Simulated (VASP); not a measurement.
A run of VASP 6.6.1 is set up as follows.

Contents of POSCAR:

```
GaP
1.0
    0.0000000000      2.7255000000      2.7255000000
    2.7255000000      0.0000000000      2.7255000000
    2.7255000000      2.7255000000      0.0000000000
Ga P
1 1
Direct
    0.0000000000      0.0000000000      0.0000000000
    0.2500000000      0.2500000000      0.2500000000
```

Contents of INCAR.step1:

```
ALGO     = Normal         # electronic algorithm
EDIFF    = 1E-4           # SCF threshold, eV
ENCUT    = 520            # plane-wave cutoff, eV
GGA      = PE             # functional
ISMEAR   = 0              # smearing method
LASPH    = True           # aspherical terms in the spheres
LCHARG   = False          # write CHGCAR
LREAL    = False          # projectors in reciprocal space
LWAVE    = True           # write WAVECAR
NBANDS   = 16             # bands
NELM     = 60             # most SCF steps
PREC     = Accurate       # precision mode
SIGMA    = 0.03           # smearing width, eV
```

INCAR.step2

```
ALGO     = Normal         # electronic algorithm
EDIFF    = 1E-7           # SCF threshold, eV
ENCUT    = 520            # plane-wave cutoff, eV
ISIF     = 2              # what is computed and relaxed
ISMEAR   = 0              # smearing method
ISTART   = 1            
LASPH    = True           # aspherical terms in the spheres
LCHARG   = False          # write CHGCAR
LMIXTAU  = True         
LREAL    = False          # projectors in reciprocal space
LWAVE    = False          # write WAVECAR
METAGGA  = R2SCAN         # meta-GGA
NBANDS   = 16             # bands
NELM     = 60             # most SCF steps
PREC     = Accurate       # precision mode
SIGMA    = 0.03           # smearing width, eV
```

Contents of KPOINTS:

```
k-points
0
Gamma
  10 10 10
```

Potentials or basis: VASP PAW PBE potentials, release 64 (Ga_d, P).

Launch:

```console
$ cat potpaw_PBE.64/Ga_d/POTCAR potpaw_PBE.64/P/POTCAR > POTCAR
$ cp INCAR.step1 INCAR
$ mpirun -np 1 vasp_std > vasp.out
$ cp INCAR.step2 INCAR
$ mpirun -np 1 vasp_std > vasp.out
```

Task: Estimate the band gap on the k mesh.

Result: 1.86 eV, indirect (least direct gap 2.34 eV).

Task: Predict the pressure.

Result: 0.0 GPa.

Caveat: the PAW data sets were made with another functional, which shifts forces and pressure a little. r2SCAN opens gaps a little over a GGA but as a rule still falls short of measured ones.
